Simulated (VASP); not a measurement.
# Hf (Pm-3m) in VASP: notebook

Hf is run at these levels: r2SCANh; tasks: single point.

All numbers are computed with VASP 6.6.1; they aren't measurements. Logs are shortened: lines on timing, memory, paths and dates and some standing lists are left out, and cuts for length are marked.

## Step 1: The cell of the first run

The structure is cubic, space group Pm-3m (No. 221). Conventional cell: a = 2.874 Å, b = 2.874 Å, c = 2.874 Å, α = 90.00°, β = 90.00°, γ = 90.00°. Within 3.8 Å of Hf (site symmetry m-3m) lie 6 Hf at 2.87 Å.

This isn't the form of Hf at room conditions, which is hcp.

## Step 2: Single point, r2SCANh

Input file POSCAR:

```
Hf
1.0
    2.8744293617      0.0000000000      0.0000000000
    0.0000000000      2.8744293617      0.0000000000
    0.0000000000      0.0000000000      2.8744293617
Hf
1
Direct
    0.5000000000      0.5000000000      0.5000000000
```

Input file INCAR.step1:

```
  PREC = Accurate
  ENCUT = 520
  EDIFF = 1E-5
  ISMEAR = -1
  SIGMA = 0.05
  LREAL = False
  LASPH = True
  NELM = 100
  ALGO = Normal
  ISIF = 2
  LWAVE = True
  LCHARG = False
  NBANDS = 11
  GGA = PE
```

Input file INCAR.step2:

```
  PREC = Accurate
  ENCUT = 520
  EDIFF = 1E-7
  ISMEAR = -1
  SIGMA = 0.05
  LREAL = False
  LASPH = True
  NELM = 100
  ALGO = Normal
  ISIF = 2
  LWAVE = False
  LCHARG = False
  METAGGA = R2SCAN
  LHFCALC = True
  AEXX = 0.1
  LMIXTAU = True
  PRECFOCK = Normal
  NBANDS = 11
  ISTART = 1
```

Input file KPOINTS:

```
regular mesh
0
Gamma
  5 5 5
```

Potentials or basis: VASP PAW PBE potentials, release 64 (Hf_pv).

The run is started by

```sh
$ cat potpaw_PBE.64/Hf_pv/POTCAR > POTCAR
$ cp INCAR.step1 INCAR
$ mpirun -np 1 vasp_std > vasp.out
$ cp INCAR.step2 INCAR
$ mpirun -np 1 vasp_std > vasp.out
```

OUTCAR:

```text
PREC = Accurate
   ENCUT = 520
   EDIFF = 1E-7
   ISMEAR = -1
   LREAL = False
   LASPH = True
   NELM = 100
   ISIF = 2
   METAGGA = R2SCAN
   LHFCALC = True
   AEXX = 0.1
   PRECFOCK = Normal
   ISTART = 1

 ion  position               nearest neighbor table
   1  0.500  0.500  0.500-

  LATTYP: Found a simple cubic cell.
 ALAT       =     2.8744293617

  Lattice vectors:

 A1 = (   2.8744293617,   0.0000000000,   0.0000000000)
 A2 = (   0.0000000000,   2.8744293617,   0.0000000000)
 A3 = (   0.0000000000,   0.0000000000,   2.8744293617)

Analysis of symmetry for initial positions (statically):
=====================================================================
 Subroutine PRICEL returns:
 Original cell was already a primitive cell.

 Routine SETGRP: Setting up the symmetry group for a
 simple cubic supercell.

 Subroutine GETGRP returns: Found 48 space group operations
 (whereof 48 operations were pure point group operations)
 out of a pool of 48 trial point group operations.

The static configuration has the point symmetry O_h .

Analysis of symmetry for dynamics (positions and initial velocities):
=====================================================================
 Subroutine PRICEL returns:
 Original cell was already a primitive cell.

 Routine SETGRP: Setting up the symmetry group for a
 simple cubic supercell.

 Subroutine GETGRP returns: Found 48 space group operations
 (whereof 48 operations were pure point group operations)
 out of a pool of 48 trial point group operations.

The dynamic configuration has the point symmetry O_h .

 Subroutine INISYM returns: Found 48 space group operations
 (whereof 48 operations are pure point group operations),
 and found     1 'primitive' translations

----------------------------------------------------------------------------------------

                                     Primitive cell

  volume of cell :      23.7495

  direct lattice vectors                    reciprocal lattice vectors
     2.874429362  0.000000000  0.000000000     0.347895138  0.000000000  0.000000000
     0.000000000  2.874429362  0.000000000     0.000000000  0.347895138  0.000000000
     0.000000000  0.000000000  2.874429362     0.000000000  0.000000000  0.347895138
[... 76 lines left out ...]
   TEBEG  =    0.0;   TEEND  =   0.0 temperature during run
   PSTRESS=    0.0 pullay stress
   NELECT =      10.0000    total number of electrons
   NUPDOWN=      -1.0000    fix difference up-down
   EMIN   =  10.00;   EMAX   =-10.00  energy-range for DOS
   EFERMI =   0.00;   METHOD = LEGACY
   ISMEAR =    -1;   SIGMA  =   0.05  broadening in eV -4-tet -1-fermi 0-gaus
   EFERMI_NEDOS =   21; number of points for ismear=-14 and -15
   IALGO  =     38    algorithm
   IMIX   =      1    mixing-type and parameters
     AMIX     =   0.40;   BMIX     =  1.00
     AMIX_MAG =   1.60;   BMIX_MAG =  1.00
  volume/ion in A,a.u.               =      23.75       160.27
  Fermi-wavevector in a.u.,A,eV,Ry     =   1.227034  2.318758 20.485094  1.505612
  Thomas-Fermi vector in A             =   2.362012
   LORBIT       =      0    0 simple, 1 ext, 2 COOP (PROOUT), +10 PAW based schemes
   METAGGA = R2SCAN    functional components
   LHFCALC =     T    Hartree Fock is set to
   PRECFOCK=normal    Normal, Fast or Accurate (Low or Medium for compatibility)
   ENCUT4O =  -1.0   cutoff for four orbital integrals eV
   NKREDX  =     1    reduce k-point grid by
   NKREDY  =     1    reduce k-point grid by
   NKREDZ  =     1    reduce k-point grid by
   AEXX    =    0.1000 exact exchange contribution
   HFSCREEN=    0.0000 screening length (either q_TF or 0.3 A-1)
   HFSCREENC=   0.0000 screening length for correlation (either q_TF or 0.3 A-1)
   ENCUTFOCK=  -1.0 apply spherical cutoff to Coloumb kernel
   IVDW    =     0    specifies the selected vdW correction
   LEPSILON=     F    determine dielectric tensor
   LRPA    =     F    only Hartree local field effects (RPA)
 non-spin polarized calculation
  energy-cutoff  :      520.00
  volume of cell :       23.75
 maximum number of plane-waves:       655
 NGX is ok and might be reduce to    24
  NGX = 18; NGY = 18; NGZ = 18

 number of electron       9.9999998 magnetization

 Free energy of the ion-electron system (eV)
  ---------------------------------------------------
  ext. energy  EPLUGINS =         0.00000000
  ---------------------------------------------------
  free energy    TOTEN  =       -41.41762786 eV

  energy without entropy =      -41.41450440  energy(sigma->0) =      -41.41606613

 E-fermi :   4.0118     XC(G=0): -10.7759

 val. band max:        3.8883830491   @ k =   0.2000   0.2000   0.0000
 cond. band min:       4.3902331010   @ k =   0.2000   0.2000   0.2000
 fundamental gap:      0.5018500519
 Fermi energy:         4.0117648934

 k-point     1 :       0.0000    0.0000    0.0000
  band No.  band energies     occupation
      1     -28.0696      2.00000
      2     -28.0696      2.00000
      3     -28.0696      2.00000
      4      -3.5571      2.00000
      5       2.0426      2.00000
      6       2.0426      2.00000
      7      11.5367      0.00000
      8      11.5367      0.00000
      9      11.5367      0.00000
     10      16.7102      0.00000
     11      18.3309      0.00000
[... 113 lines left out ...]
 k-point    10 :       0.4000    0.4000    0.4000
  band No.  band energies     occupation
      1     -28.8350      2.00000
      2     -28.8173      2.00000
      3     -28.8173      2.00000
      4       2.1445      2.00000
      5       3.0134      2.00000
      6       3.0134      2.00000
      7      10.8750      0.00000
      8      10.8750      0.00000
      9      12.1616      0.00000
     10      13.1213      0.00000
     11      16.7109      0.00000

------------------------ aborting loop because EDIFF is reached ----------------------------------------

  FORCE on cell =-STRESS in cart. coord.  units (eV):
  Direction    XX          YY          ZZ          XY          YZ          ZX
  --------------------------------------------------------------------------------------
  -------------------------------------------------------------------------------------
  Total        0.4394286      0.4394286      0.4394286      0.0000000     -0.0000000      0.0000000
  in kB       29.6444883     29.6444883     29.6444883      0.0000000     -0.0000000      0.0000000
  external PRESSURE =      29.6444883 kB  Pullay stress =       0.0000000 kB

 VOLUME and BASIS-vectors are now :
 -----------------------------------------------------------------------------
  energy-cutoff  :      520.00
  volume of cell :       23.75
      direct lattice vectors                 reciprocal lattice vectors
     2.874429362  0.000000000  0.000000000     0.347895138  0.000000000  0.000000000
     0.000000000  2.874429362  0.000000000     0.000000000  0.347895138  0.000000000
     0.000000000  0.000000000  2.874429362     0.000000000  0.000000000  0.347895138

 POSITION                                       TOTAL-FORCE (eV/Angst)
 -----------------------------------------------------------------------------------
      1.43721      1.43721      1.43721         0.000000      0.000000      0.000000
 -----------------------------------------------------------------------------------
    total drift:                               -0.000000      0.000000      0.000000

  FREE ENERGIE OF THE ION-ELECTRON SYSTEM (eV)
  ---------------------------------------------------
  free  energy   TOTEN  =       -41.4176278554 eV

  energy  without entropy=      -41.4145044011  energy(sigma->0) =      -41.41606613
```

Wall time 3.5 min (1 thread of Intel Xeon Platinum 8488C (Sapphire Rapids), shared host); peak memory 0.15 GiB.

What came out:

```yaml
Free_energy: -41.4176 eV
Pressure: 3.0 GPa
Band_gap_on_the_k_mesh: zero (bands 5 and 6 overlap by 2.42 eV)
```

Levels at points of the mesh, in eV from the Fermi level:
```csv
k point,band 1,band 2,band 3,band 4,band 5,band 6,band 7,band 8,band 9,band 10
"(0.00, 0.00, 0.00)",-32.08,-32.08,-32.08,-7.57,-1.97,-1.97,7.52,7.52,7.52,12.70
```

Caveat: the k points lie up to 0.44 Å⁻¹ apart, too coarse for converged energies and pressures of a metal; the PAW data sets were made with another functional, which shifts forces and pressure a little; spin-orbit coupling is left out, which moves the levels of the heavy elements.

## Step 3: Single point, r2SCANh

This run uses another cell than the first one, of 24.24 Å³/atom.

Input file POSCAR:

```
Hf
1.0
    2.8942536389      0.0000000000      0.0000000000
    0.0000000000      2.8942536389      0.0000000000
    0.0000000000      0.0000000000      2.8942536389
Hf
1
Direct
    0.5000000000      0.5000000000      0.5000000000
```

Input file INCAR.step1:

```
PREC = Accurate
ENCUT = 520
EDIFF = 1E-5
ISMEAR = -1
SIGMA = 0.05
LREAL = F
LASPH = T
NELM = 60
ALGO = Normal
ISIF = 2
LWAVE = T
LCHARG = F
GGA = PE
NBANDS = 11
```

Input file INCAR.step2:

```
PREC = Accurate
ENCUT = 520
EDIFF = 1E-6
ISMEAR = -1
SIGMA = 0.05
LREAL = F
LASPH = T
NELM = 60
ALGO = Normal
ISIF = 2
LWAVE = F
LCHARG = F
METAGGA = R2SCAN
LHFCALC = T
AEXX = 0.1
LMIXTAU = T
PRECFOCK = Normal
ISTART = 1
NBANDS = 11
```

KPOINTS is that of step 2.

Potentials or basis: VASP PAW PBE potentials, release 64 (Hf_pv).

The run is started by

```sh
$ cat potpaw_PBE.64/Hf_pv/POTCAR > POTCAR
$ cp INCAR.step1 INCAR
$ mpirun -np 1 vasp_std > vasp.out
$ cp INCAR.step2 INCAR
$ mpirun -np 1 vasp_std > vasp.out
```

Run time: 3.5 min. Hardware: 1 thread of Intel Xeon Platinum 8488C (Sapphire Rapids), shared host; peak memory 0.15 GiB.

The run converged. Its results:

- Free energy: -41.4236 eV
- Pressure: 1.0 GPa
- Band gap on the k mesh: zero (bands 5 and 6 overlap by 2.35 eV)

Levels at points of the mesh, in eV from the Fermi level:
```csv
k point,band 3,band 4,band 5,band 6,band 7,band 8
"(0.00, 0.00, 0.00)",-32.15,-7.50,-1.91,-1.91,7.38,7.38
```

Caveat: the k points lie up to 0.43 Å⁻¹ apart, too coarse for converged energies and pressures of a metal; the PAW data sets were made with another functional, which shifts forces and pressure a little; spin-orbit coupling is left out, which moves the levels of the heavy elements.

## Step 4: Single point, r2SCANh

This run uses another cell than the first one, of 24.74 Å³/atom.

Input file POSCAR:

```
Hf
1.0
    2.9138100000      0.0000000000      0.0000000000
    0.0000000000      2.9138100000      0.0000000000
    0.0000000000      0.0000000000      2.9138100000
Hf
1
Direct
    0.5000000000      0.5000000000      0.5000000000
```

Input file INCAR.step1:

```
SYSTEM = Hf
PREC = Accurate
ENCUT = 520
EDIFF = 1E-5
ISMEAR = -1
SIGMA = 0.05
LREAL = .FALSE.
LASPH = .TRUE.
NELM = 80
ALGO = Normal
ISIF = 2
LWAVE = .TRUE.
LCHARG = .FALSE.
GGA = PE
NBANDS = 11
```

Input file INCAR.step2:

```
SYSTEM = Hf
PREC = Accurate
ENCUT = 520
EDIFF = 1E-6
ISMEAR = -1
SIGMA = 0.05
LREAL = .FALSE.
LASPH = .TRUE.
NELM = 80
ALGO = Normal
ISIF = 2
LWAVE = .FALSE.
LCHARG = .FALSE.
METAGGA = R2SCAN
LHFCALC = .TRUE.
AEXX = 0.1
LMIXTAU = .TRUE.
PRECFOCK = Normal
ISTART = 1
NBANDS = 11
```

Input file KPOINTS:

```
Automatic mesh
0
G
  5 5 5
  0 0 0
```

The run is started by

```sh
$ cat potpaw_PBE.64/Hf_pv/POTCAR > POTCAR
$ cp INCAR.step1 INCAR
$ mpirun -np 1 vasp_std > vasp.out
$ cp INCAR.step2 INCAR
$ mpirun -np 1 vasp_std > vasp.out
```

Run time: 3.2 min. Hardware: 1 thread of Intel Xeon Platinum 8488C (Sapphire Rapids), shared host; peak memory 0.15 GiB.

Results (log left out):

```
Free energy            : -41.4237 eV
Pressure               : -0.9 GPa
Band gap on the k mesh : zero (bands 5 and 6 overlap by 2.28 eV)
```

Levels at points of the mesh, in eV from the Fermi level:
```
           k point  band 2  band 3  band 4  band 5  band 6  band 7  band 8  band 9
(0.00, 0.00, 0.00)  -32.21  -32.21   -7.44   -1.85   -1.85    7.23    7.23    7.23
```

Caveat: the k points lie up to 0.43 Å⁻¹ apart, too coarse for converged energies and pressures of a metal; the PAW data sets were made with another functional, which shifts forces and pressure a little; spin-orbit coupling is left out, which moves the levels of the heavy elements.

## Step 5: Single point, r2SCANh

This run uses another cell than the first one, of 25.23 Å³/atom.

Input file POSCAR:

```
Hf
1.0
    2.9331073173      0.0000000000      0.0000000000
    0.0000000000      2.9331073173      0.0000000000
    0.0000000000      0.0000000000      2.9331073173
Hf
1
Direct
    0.5000000000      0.5000000000      0.5000000000
```

Input file INCAR.step1:

```
PREC = Accurate ; ENCUT = 520
EDIFF = 1E-5 ; ISMEAR = -1
SIGMA = 0.05 ; LREAL = F
LASPH = T ; NELM = 100
ALGO = Normal ; ISIF = 2
LWAVE = T ; GGA = PE
NBANDS = 11
```

Input file INCAR.step2:

```
PREC = Accurate ; ENCUT = 520
EDIFF = 1E-6 ; ISMEAR = -1
SIGMA = 0.05 ; LREAL = F
LASPH = T ; NELM = 100
ALGO = Normal ; ISIF = 2
LWAVE = F ; LCHARG = T
METAGGA = R2SCAN ; LHFCALC = T
AEXX = 0.1 ; LMIXTAU = T
PRECFOCK = Normal ; LELF = T
LVHAR = T ; ISTART = 1
NBANDS = 11
```

Input file KPOINTS:

```
Automatic mesh
0
Gamma
  5 5 5
```

The run is started by

```sh
$ cat potpaw_PBE.64/Hf_pv/POTCAR > POTCAR
$ cp INCAR.step1 INCAR
$ mpirun -np 1 vasp_std > vasp.out
$ cp INCAR.step2 INCAR
$ mpirun -np 1 vasp_std > vasp.out
```

Run time: 3.2 min. Hardware: 1 thread of Intel Xeon Platinum 8488C (Sapphire Rapids), shared host; peak memory 0.15 GiB.

The run converged. Its results:

```
Free energy            : -41.4185 eV
Pressure               : -2.5 GPa
Band gap on the k mesh : zero (bands 5 and 6 overlap by 2.21 eV)
```

Levels at points of the mesh, in eV from the Fermi level:
| k point | band 3 | band 4 | band 5 | band 6 | band 7 | band 8 |
| --- | --- | --- | --- | --- | --- | --- |
| (0.00, 0.00, 0.00) | -32.27 | -7.37 | -1.80 | -1.80 | 7.10 | 7.10 |

Caveat: the k points lie up to 0.43 Å⁻¹ apart, too coarse for converged energies and pressures of a metal; the PAW data sets were made with another functional, which shifts forces and pressure a little; spin-orbit coupling is left out, which moves the levels of the heavy elements.

## Step 6: Summary

```csv
cell,gap on the mesh (eV),pressure (GPa)
"a = 2.874 Å, 1 atom",none,3.0
"a = 2.894 Å, 1 atom",none,1.0
"a = 2.914 Å, 1 atom",none,-0.9
"a = 2.933 Å, 1 atom",none,-2.5
```

Alike in all rows: task single point; level r2SCANh; potentials or basis VASP PAW PBE potentials, release 64 (Hf_pv); no spin polarisation; k mesh 5 × 5 × 5; cutoff (eV) 520; smearing fermi-dirac 0.05 eV.

Caveats: all runs use coarse meshes; the PAW data sets were made with another functional, which shifts forces and pressure a little; spin-orbit coupling is left out, which moves the levels of the heavy elements.

Absolute energies hang on the potentials; compare differences alone.
